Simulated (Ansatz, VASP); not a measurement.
**One calculation of BeS, two programs**

POSCAR

```
BeS
1.0
    0.0000000000      2.3172971938      2.3172971938
    2.3172971938      0.0000000000      2.3172971938
    2.3172971938      2.3172971938      0.0000000000
Be S
1 1
Direct
    0.0000000000      0.0000000000      0.0000000000
    0.5000000000      0.5000000000      0.5000000000
```

Contents of INCAR.step1:

```
ALGO     = Normal         # electronic algorithm
EDIFF    = 1E-4           # SCF threshold, eV
ENCUT    = 520            # plane-wave cutoff, eV
GGA      = PE             # functional
ISMEAR   = 0              # smearing method
LASPH    = True           # aspherical terms in the spheres
LCHARG   = False          # write CHGCAR
LREAL    = False          # projectors in reciprocal space
LWAVE    = True           # write WAVECAR
NBANDS   = 11             # bands
NELM     = 100            # most SCF steps
PREC     = Accurate       # precision mode
SIGMA    = 0.01           # smearing width, eV
```

INCAR.step2

```
ALGO     = Normal         # electronic algorithm
EDIFF    = 1E-6           # SCF threshold, eV
ENCUT    = 520            # plane-wave cutoff, eV
ISIF     = 2              # what is computed and relaxed
ISMEAR   = 0              # smearing method
ISTART   = 1            
LASPH    = True           # aspherical terms in the spheres
LCHARG   = False          # write CHGCAR
LMIXTAU  = True         
LREAL    = False          # projectors in reciprocal space
LWAVE    = False          # write WAVECAR
METAGGA  = R2SCAN         # meta-GGA
NBANDS   = 11             # bands
NELM     = 100            # most SCF steps
PREC     = Accurate       # precision mode
SIGMA    = 0.01           # smearing width, eV
```

KPOINTS

```
k-points
0
Gamma
  10 10 10
```

Input for Ansatz:

```yaml
crystal:
  lattice:
    - [0.0, 2.3172971938, 2.3172971938]
    - [2.3172971938, 0.0, 2.3172971938]
    - [2.3172971938, 2.3172971938, 0.0]
  atoms:
    - { symbol: Be, position: [0.0, 0.0, 0.0] }
    - { symbol: S, position: [0.5, 0.5, 0.5] }
kpoints:
  mp_grid: { grid: [10, 10, 10] }
  band_path:
    path:
      - [0.0, 0.0, 0.0]
      - [0.5, 0.0, 0.5]
      - [0.625, 0.25, 0.625]
      - [0.375, 0.375, 0.75]
      - [0.5, 0.5, 0.5]
      - [0.5, 0.25, 0.75]
      - [0.0, 0.148438, -0.151042]
      - [0.0, 0.5, 0.5]
    npoints: 1
hamiltonian:
  xc: r2scan
scf:
  occupations: { method: fixed }
  n_extra_bands: 4
output:
  forces: true
  stress: true
  eigenvalues: true
```

Alike in both runs: task single point; functional r2SCAN; k mesh 10 × 10 × 10; no spin polarisation.

|  | VASP | Ansatz |
| --- | --- | --- |
| version | VASP 6.6.1 | Ansatz 0.2.0 |
| potentials or method | VASP PAW PBE potentials, release 64 (Be, S) | plane waves, PAW |
| plane-wave cutoff (eV) | 520 | 500 |
| occupations | gaussian, width 0.01 eV | fixed |
| valence electrons in the cell | 8 | 8 |

|  | VASP | Ansatz | Ansatz less VASP |
| --- | --- | --- | --- |
| gap on the k mesh at the Fermi level (eV) | 1.39 | 1.39 | -0.002 |
| pressure (GPa) | 0.0 | 0.0 | -0.03 |

VASP's potentials were made for PBE, not for r2SCAN.
